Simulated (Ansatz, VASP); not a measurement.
**BN in VASP and in Ansatz**

Contents of INCAR:

```
PREC     = Accurate       # precision mode
ENCUT    = 600            # plane-wave cutoff, eV
EDIFF    = 1E-6           # SCF threshold, eV
ISMEAR   = 0              # smearing method
SIGMA    = 0.1            # smearing width, eV
LREAL    = False          # projectors in reciprocal space
LASPH    = True           # aspherical terms in the spheres
NELM     = 120            # most SCF steps
ALGO     = Normal         # electronic algorithm
ISIF     = 2              # what is computed and relaxed
LWAVE    = False          # write WAVECAR
LCHARG   = False          # write CHGCAR
GGA      = CA             # functional
NBANDS   = 16             # bands
GGA_COMPAT= False
```

KPOINTS

```
regular mesh
0
Gamma
  9 9 4
```

Contents of POSCAR:

```
BN
1.0
    2.5539396017      0.0000000000      0.0000000000
   -1.2769698009      2.2117765748      0.0000000000
    0.0000000000      0.0000000000      4.2268550000
B N
2 2
Direct
    0.6666666700      0.3333333300      0.9997240000
    0.3333333300      0.6666666700      0.4997240000
    0.6666666700      0.3333333300      0.6252760000
    0.3333333300      0.6666666700      0.1252760000
```

Input for Ansatz:

```yaml
crystal:
  lattice:
    - [2.5539396017, 0.0, 0.0]
    - [-1.2769698009, 2.2117765748, 0.0]
    - [0.0, 0.0, 4.226855]
  atoms:
    - { symbol: B, position: [0.66666667, 0.33333333, 0.999724] }
    - { symbol: B, position: [0.33333333, 0.66666667, 0.499724] }
    - { symbol: "N", position: [0.66666667, 0.33333333, 0.625276] }
    - { symbol: "N", position: [0.33333333, 0.66666667, 0.125276] }
basis:
  ecutwfc: 520.0
kpoints:
  mp_grid: { grid: [9, 9, 4] }
hamiltonian:
  xc: lda
  pseudopotentials: { kind: paw }
scf:
  occupations: { method: gaussian, width: 0.1 }
output:
  forces: true
  stress: true
  eigenvalues: true
```

Alike in both runs: task single point; functional LDA; k mesh 9 × 9 × 4; occupations gaussian, width 0.1 eV; no spin polarisation.

|  | VASP | Ansatz |
| --- | --- | --- |
| version | VASP 6.6.1 | Ansatz 0.2.0 |
| potentials or method | VASP PAW LDA potentials, release 64 (B, N), cutoff 600 eV | scalar-relativistic, plane waves, PAW |
| valence electrons in the cell | 16 | 16 |

```tsv
	VASP	Ansatz	Ansatz less VASP
gap on the k mesh at the Fermi level (eV)	4.96	4.99	+0.024
least direct gap on the mesh (eV)	8.10	8.11	+0.009
pressure (GPa)	-13.1	-13.7	-0.58
traceless stress, the component that is largest in VASP (GPa)	-0.29	-0.30	-0.013
rms of the force components (eV/Å)	0.012	0.014	+0.0012
```

LDA's correlation is that of Perdew and Zunger in VASP and of Perdew and Wang (1992) in Ansatz. Atom by atom the forces differ by 0.001 eV/Å (rms over components).
